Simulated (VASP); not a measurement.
Write the native input for VASP 6.6.1 that does the following.

| Property | Result |
| --- | --- |
| Task | single point |
| Functional | PBE |
| Potentials or basis | VASP PAW PBE potentials, release 64 (Ga_d, N) |
| Cutoff | 520 eV |
| k mesh | 6 × 6 × 4 |
| Occupations | gaussian, width 0.01 eV |
| Spin | no spin polarisation |
| Dipole correction | no |
| Further INCAR settings | ALGO = Normal; EDIFF = 1e-06; NBANDS = 26 |

The structure of GaN lies in POSCAR:

```
GaN
1.0
    3.1831495813      0.0000000000      0.0000000000
   -1.5915747906      2.7566884014      0.0000000000
    0.0000000000      0.0000000000      5.1836255286
Ga N
2 2
Direct
    0.3333333333      0.6666666667     -0.0008868509
    0.6666666667      0.3333333333      0.4991131491
    0.3333333333      0.6666666667      0.3758868509
    0.6666666667      0.3333333333      0.8758868509
```

These files were run (other wordings do the same):

INCAR

```
SYSTEM = GaN
PREC = Accurate ; ENCUT = 520
EDIFF = 1E-6 ; ISMEAR = 0
SIGMA = 0.01 ; LREAL = .False.
LASPH = .True. ; NELM = 100
ALGO = Normal ; ISIF = 2
LWAVE = .False. ; LCHARG = .True.
GGA = PE ; LELF = .True.
LVHAR = .True. ; NBANDS = 26
```

KPOINTS

```
regular mesh
0
Gamma
  6 6 4
  0 0 0
```

Potentials or basis: VASP PAW PBE potentials, release 64 (Ga_d, N).

The run is started by

```sh
$ cat potpaw_PBE.64/Ga_d/POTCAR potpaw_PBE.64/N/POTCAR > POTCAR
$ mpirun -np 1 vasp_std > vasp.out
```

It gave:

```
Pressure               : 6.3 GPa
Largest force          : 0.004 eV/Å
Band gap on the k mesh : 1.94 eV, direct
```

It took 22 s on 1 thread of Intel(R) Xeon(R) Platinum 8259CL CPU @ 2.50GHz (Skylake/Cascade Lake), with other jobs on the host, peak memory 0.16 GiB.
